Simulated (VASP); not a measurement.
# SnO (P4/nmm) in VASP: further runs

The runs below take SnO through electric field gradients, with PBE, r2SCAN.

All numbers are computed with VASP 6.6.1; they aren't measurements. Logs are shortened: lines on timing, memory, paths and dates and some standing lists are left out, and cuts for length are marked.

### 1 The cell of the first run

It takes space group P4/nmm (No. 129, tetragonal). The conventional cell has a = 3.814 Å, b = 3.814 Å, c = 4.887 Å, α = 90.00°, β = 90.00°, γ = 90.00°. Within 2.9 Å of Sn (site symmetry 4mm) lie 4 O at 2.23 Å. Within 2.9 Å of O (site symmetry -4m2) lie 4 Sn at 2.23 Å and 4 O at 2.70 Å.

### 2 Electric field gradients, PBE

File INCAR:

```
SYSTEM = SnO
ALGO = Normal
EDIFF = 1E-8
ENCUT = 520
GGA = PE
ISIF = 2
ISMEAR = -1
LASPH = .TRUE.
LCHARG = .FALSE.
LEFG = .TRUE.
LREAL = .FALSE.
LWAVE = .FALSE.
NBANDS = 28
NELM = 60
PREC = Accurate
SIGMA = 0.01
```

File KPOINTS:

```
k-points
0
G
  9 9 7
  0 0 0
```

File POSCAR:

```
SnO
1.0
    3.8136952200      0.0000000000      0.0000000000
    0.0000000000      3.8136952200      0.0000000000
    0.0000000000      0.0000000000      4.8869133000
Sn O
2 2
Direct
    0.0000000000      0.5000000000      0.2353738600
    0.5000000000      0.0000000000      0.7646261400
    0.5000000000      0.5000000000      0.0000000000
    0.0000000000      0.0000000000      0.0000000000
```

Potentials or basis: VASP PAW PBE potentials, release 64 (Sn_d, O).

Run with:

```bash
$ cat potpaw_PBE.64/Sn_d/POTCAR potpaw_PBE.64/O/POTCAR > POTCAR
$ mpirun -np 1 vasp_std > vasp.out
```

OUTCAR:

```text
SYSTEM = SnO
   EDIFF = 1E-8
   ENCUT = 520
   GGA = PE
   ISIF = 2
   ISMEAR = -1
   LASPH = .TRUE.
   LREAL = .FALSE.
   NELM = 60
   PREC = Accurate

 ion  position               nearest neighbor table
   1  0.000  0.500  0.235-   3 2.23   4 2.23   4 2.23   3 2.23   2 3.54   2 3.54   2 3.54   2 3.54
                             2 3.74   2 3.74   2 3.74   2 3.74
   2  0.500  0.000  0.765-   3 2.23   4 2.23   3 2.23   4 2.23   1 3.54   1 3.54   1 3.54   1 3.54
                             1 3.74   1 3.74   1 3.74   1 3.74
   3  0.500  0.500  0.000-   1 2.23   2 2.23   2 2.23   1 2.23
   4  0.000  0.000  0.000-   1 2.23   2 2.23   1 2.23   2 2.23

  LATTYP: Found a simple tetragonal cell.
 ALAT       =     3.8136952200
 C/A-ratio  =     1.2814116016

  Lattice vectors:

 A1 = (   3.8136952200,   0.0000000000,   0.0000000000)
 A2 = (   0.0000000000,   3.8136952200,   0.0000000000)
 A3 = (   0.0000000000,   0.0000000000,   4.8869133000)

Analysis of symmetry for initial positions (statically):
=====================================================================
 Subroutine PRICEL returns:
 Original cell was already a primitive cell.

 Routine SETGRP: Setting up the symmetry group for a
 simple tetragonal supercell.

 Subroutine GETGRP returns: Found 16 space group operations
 (whereof  8 operations were pure point group operations)
 out of a pool of 16 trial point group operations.

The static configuration has the point symmetry D_2d.
 The point group associated with its full space group is D_4h.

Analysis of symmetry for dynamics (positions and initial velocities):
=====================================================================
 Subroutine PRICEL returns:
 Original cell was already a primitive cell.

 Routine SETGRP: Setting up the symmetry group for a
 simple tetragonal supercell.

 Subroutine GETGRP returns: Found 16 space group operations
 (whereof  8 operations were pure point group operations)
 out of a pool of 16 trial point group operations.

The dynamic configuration has the point symmetry D_2d.
 The point group associated with its full space group is D_4h.

 Subroutine INISYM returns: Found 16 space group operations
 (whereof  8 operations are pure point group operations),
 and found     1 'primitive' translations

----------------------------------------------------------------------------------------

                                     Primitive cell

  volume of cell :      71.0766

  direct lattice vectors                    reciprocal lattice vectors
     3.813695220  0.000000000  0.000000000     0.262212878  0.000000000  0.000000000
     0.000000000  3.813695220  0.000000000     0.000000000  0.262212878  0.000000000
     0.000000000  0.000000000  4.886913300     0.000000000  0.000000000  0.204628144

  length of vectors
     3.813695220  3.813695220  4.886913300     0.262212878  0.262212878  0.204628144

  position of ions in fractional coordinates (direct lattice)
     0.000000000  0.500000000  0.235373860
     0.500000000  0.000000000  0.764626140
     0.500000000  0.500000000  0.000000000
     0.000000000  0.000000000  0.000000000

  ion indices of the primitive-cell ions
   primitive index   ion index
                 1           1
                 2           2
                 3           3
                 4           4

----------------------------------------------------------------------------------------

 KPOINTS: k-points

Automatic generation of k-mesh.
 Grid dimensions read from file:
 generate k-points for:    9    9    7

 Generating k-lattice:

[... 22 lines left out ...]
  0.444444  0.000000  0.000000      4.000000
  0.111111  0.111111  0.000000      4.000000
[... 16 lines left out ...]
  0.333333  0.111111  0.142857     16.000000
  0.444444  0.111111  0.142857     16.000000
 [... further k-points ...]
   k-points           NKPTS =     60   k-points in BZ     NKDIM =     60   number of bands    NBANDS=     28
   number of dos      NEDOS =    301   number of ions     NIONS =      4
   total plane-waves  NPLWV =  28224
   dimension x,y,z NGX =    28 NGY =   28 NGZ =   36
   dimension x,y,z NGXF=    56 NGYF=   56 NGZF=   72
   ions per type =               2   2
   NGX,Y,Z   is equivalent  to a cutoff of  12.21, 12.21, 12.25 a.u.
   NGXF,Y,Z  is equivalent  to a cutoff of  24.41, 24.41, 24.49 a.u.
 SYSTEM =  SnO
   PREC   = accura    normal or accurate (medium, high low for compatibility)
   ISTART =      0    job   : 0-new  1-cont  2-samecut
   ICHARG =      2    charge: 1-file 2-atom 10-const
   ISPIN  =      1    spin polarized calculation?
   LNONCOLLINEAR =      F non collinear calculations
   LSORBIT =      F    spin-orbit coupling
   LASPH  =      T    aspherical Exc in radial PAW
   ENCUT  =  520.0 eV  38.22 Ry    6.18 a.u.   7.09  7.09  9.09*2*pi/ulx,y,z
   NELM   =     60;   NELMIN=  2; NELMDL= -5     # of ELM steps
   EDIFF  = 0.1E-07   stopping-criterion for ELM
   LREAL  =      F    real-space projection
   EDIFFG = 0.1E-06   stopping-criterion for IOM
   NSW    =      0    number of steps for IOM
   IBRION =     -1    ionic relax: 0-MD 1-quasi-New 2-CG
   NFREE  =      0    steps in history (QN), initial steepest desc. (CG)
   ISIF   =      2    stress and relaxation
   ISYM   =      2    0-nonsym 1-usesym 2-fastsym
   POTIM  = 0.5000    time-step for ionic-motion
   TEBEG  =    0.0;   TEEND  =   0.0 temperature during run
   PSTRESS=    0.0 pullay stress
   NELECT =      40.0000    total number of electrons
   NUPDOWN=      -1.0000    fix difference up-down
   EMIN   =  10.00;   EMAX   =-10.00  energy-range for DOS
   EFERMI =   0.00;   METHOD = LEGACY
   ISMEAR =    -1;   SIGMA  =   0.01  broadening in eV -4-tet -1-fermi 0-gaus
   EFERMI_NEDOS =   21; number of points for ismear=-14 and -15
   IALGO  =     38    algorithm
   IMIX   =      4    mixing-type and parameters
     AMIX     =   0.40;   BMIX     =  1.00
     AMIX_MAG =   1.60;   BMIX_MAG =  1.00
  volume/ion in A,a.u.               =      17.77       119.91
  Fermi-wavevector in a.u.,A,eV,Ry     =   1.351614  2.554180 24.855939  1.826860
  Thomas-Fermi vector in A             =   2.479021
   LORBIT       =      0    0 simple, 1 ext, 2 COOP (PROOUT), +10 PAW based schemes
   GGA     = PE    functional components
[... 5 lines left out ...]
 non-spin polarized calculation
  energy-cutoff  :      520.00
  volume of cell :       71.08
 maximum number of plane-waves:      1924
   NGX = 15   NGY = 15   NGZ = 19

 number of electron      39.9999978 magnetization

 Free energy of the ion-electron system (eV)
  ---------------------------------------------------
  ext. energy  EPLUGINS =         0.00000000
  ---------------------------------------------------
  free energy    TOTEN  =       -22.68511802 eV

  energy without entropy =      -22.68511802  energy(sigma->0) =      -22.68511802

 E-fermi :   7.1577     XC(G=0): -10.1723

 val. band max:        7.0075668139   @ k =   0.0000   0.0000   0.0000
 cond. band min:       7.3077301965   @ k =   0.4444   0.4444   0.0000
 fundamental gap:      0.3001633825
 Fermi energy:         7.1576707006

 k-point     1 :       0.0000    0.0000    0.0000
  band No.  band energies     occupation
      1     -14.9956      2.00000
      2     -14.5603      2.00000
      3     -14.5601      2.00000
      4     -14.5601      2.00000
      5     -14.5179      2.00000
      6     -14.5079      2.00000
[... 733 lines left out ...]
     27      15.4733      0.00000
     28      15.7596      0.00000

 [... further k-points ...]

------------------------ aborting loop because EDIFF is reached ----------------------------------------

  FORCE on cell =-STRESS in cart. coord.  units (eV):
  Direction    XX          YY          ZZ          XY          YZ          ZX
  --------------------------------------------------------------------------------------
  -------------------------------------------------------------------------------------
  Total        1.8374054      1.8374054      1.4321442      0.0000000      0.0000000      0.0000000
  in kB       41.4179863     41.4179863     32.2827647      0.0000000      0.0000000      0.0000000
  external PRESSURE =      38.3729125 kB  Pullay stress =       0.0000000 kB

 VOLUME and BASIS-vectors are now :
 -----------------------------------------------------------------------------
  energy-cutoff  :      520.00
  volume of cell :       71.08
      direct lattice vectors                 reciprocal lattice vectors
     3.813695220  0.000000000  0.000000000     0.262212878  0.000000000  0.000000000
     0.000000000  3.813695220  0.000000000     0.000000000  0.262212878  0.000000000
     0.000000000  0.000000000  4.886913300     0.000000000  0.000000000  0.204628144

 POSITION                                       TOTAL-FORCE (eV/Angst)
 -----------------------------------------------------------------------------------
      0.00000      1.90685      1.15025         0.000000      0.000000      0.455279
      1.90685      0.00000      3.73666        -0.000000      0.000000     -0.455279
      1.90685      1.90685      0.00000         0.000000      0.000000      0.000000
      0.00000      0.00000      0.00000         0.000000     -0.000000      0.000000
 -----------------------------------------------------------------------------------
    total drift:                                0.000000      0.000000      0.000000

  FREE ENERGIE OF THE ION-ELECTRON SYSTEM (eV)
  ---------------------------------------------------
  free  energy   TOTEN  =       -22.6851180220 eV

  energy  without entropy=      -22.6851180206  energy(sigma->0) =      -22.68511802

 Electric field gradients (V/A^2)
---------------------------------------------------------------------
 ion       V_xx      V_yy      V_zz      V_xy      V_xz      V_yz
---------------------------------------------------------------------
   1      82.457    82.457  -164.914    -0.000     0.000    -0.000
   2      82.457    82.457  -164.914     0.000     0.000    -0.000
   3      -0.292    -0.292     0.585     0.000    -0.000    -0.000
   4      -0.292    -0.292     0.585     0.000    -0.000    -0.000
---------------------------------------------------------------------

 Electric field gradients after diagonalization (V/A^2)
 (convention: |V_zz| > |V_xx| > |V_yy|)
----------------------------------------------------------------------
 ion       V_xx      V_yy      V_zz     asymmetry (V_yy - V_xx)/ V_zz
----------------------------------------------------------------------
   1      82.457    82.457  -164.914       0.000
   2      82.457    82.457  -164.914       0.000
   3      -0.292    -0.292     0.585       0.000
   4      -0.292    -0.292     0.585       0.000
----------------------------------------------------------------------

           NMR quadrupolar parameters

 Cq : quadrupolar parameter    Cq=e*Q*V_zz/h
 eta: asymmetry parameters     (V_yy - V_xx)/ V_zz
 Q  : nuclear electric quadrupole moment in mb (millibarn)
----------------------------------------------------------------------
 ion       Cq(MHz)       eta       Q (mb)
----------------------------------------------------------------------
   1      -0.399       0.000       1.000
   2      -0.399       0.000       1.000
   3       0.001       0.000       1.000
   4       0.001       0.000       1.000
----------------------------------------------------------------------
```

Run time: 52 s. Hardware: 1 thread of Intel Xeon 6975P-C (Granite Rapids), shared host; peak memory 0.23 GiB.

Results:

| Property | Result |
| --- | --- |
| Free energy | -22.6851 eV |
| Pressure | 3.8 GPa |
| Largest force | 0.455 eV/Å |
| Band gap on the k mesh | 0.30 eV (least direct gap 2.02 eV) |
| Largest electric field gradient by atom | Sn -164.9; O +0.6 V/Å² |

Forces on the atoms (eV/Å):
```
Sn   0.000  0.000  0.455
Sn   0.000  0.000 -0.455
O    0.000  0.000  0.000
O    0.000  0.000  0.000
```

Electric field gradients, principal values (V/Å²):
| atom | least | middle | greatest (by size) |
| --- | --- | --- | --- |
| 1 Sn | 82.457 | 82.457 | -164.914 |
| 2 Sn | 82.457 | 82.457 | -164.914 |
| 3 O | -0.292 | -0.292 | 0.585 |
| 4 O | -0.292 | -0.292 | 0.585 |

Caveat: the cell stands under pressure; semilocal functionals underestimate gaps, and a narrow one can read as zero; without QUAD_EFG the Cq values of the log hold for a quadrupole moment of 1 mb, not for the nuclei; spin-orbit coupling is left out, which moves the levels of the heavy elements. A k mesh can miss the band edges.

[end of part 1 of 2]
